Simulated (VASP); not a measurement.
Wanted: the native input for a VASP 6.6.1 run.

| Property | Result |
| --- | --- |
| Task | single point |
| Functional | LDA |
| Potentials or basis | VASP PAW LDA potentials, release 64 (Hf_pv, C) |
| Cutoff | 600 eV |
| k mesh | 15 × 15 × 8 |
| Occupations | gaussian, width 0.1 eV |
| Spin | no spin polarisation |
| Dipole correction | no |
| Further INCAR settings | ALGO = Normal; EDIFF = 1e-06; NBANDS = 22 |

The structure of HfC lies in POSCAR:

```
HfC
1.0
    3.3637923946      0.0000000000      0.0000000000
   -1.6818961973      2.9131296668      0.0000000000
    0.0000000000      0.0000000000      4.7670387296
Hf C
2 2
Direct
    0.6666666667      0.3333333333      0.7500000000
    0.3333333333      0.6666666667      0.2500000000
    0.0000000000      0.0000000000      0.0000000000
    0.0000000000      0.0000000000      0.5000000000
```

This cell differs from its parent crystal: functional LDA, strained.

One way to write it, as run:

INCAR

```
PREC     = Accurate       # precision mode
ENCUT    = 600            # plane-wave cutoff, eV
EDIFF    = 1E-6           # SCF threshold, eV
ISMEAR   = 0              # smearing method
SIGMA    = 0.1            # smearing width, eV
LREAL    = F              # projectors in reciprocal space
LASPH    = T              # aspherical terms in the spheres
NELM     = 120            # most SCF steps
ALGO     = Normal         # electronic algorithm
ISIF     = 2              # what is computed and relaxed
LWAVE    = F              # write WAVECAR
LCHARG   = T              # write CHGCAR
LELF     = T              # ELF
LVHAR    = T            
NBANDS   = 22             # bands
GGA_COMPAT= F
```

KPOINTS

```
regular mesh
0
Gamma
  15 15 8
```

Potentials or basis: VASP PAW LDA potentials, release 64 (Hf_pv, C).

Run with:

```sh
$ cat potpaw_LDA.64/Hf_pv/POTCAR potpaw_LDA.64/C/POTCAR > POTCAR
$ mpirun -np 1 vasp_std > vasp.out
```

Results of the run:

```json
{
 "Pressure": "5.1 GPa",
 "Band gap on the k mesh": "zero (band 14 reaches 8.00 eV, above the bottom of band 15 at 6.90 eV)"
}
```

Caveat: the cell differs from its parent crystal (functional LDA, strained); spin-orbit coupling is left out, which moves the levels of the heavy elements.

Wall time 110 s on 1 thread of Intel Xeon 6975P-C, with other jobs on the host, peak memory 0.27 GiB.
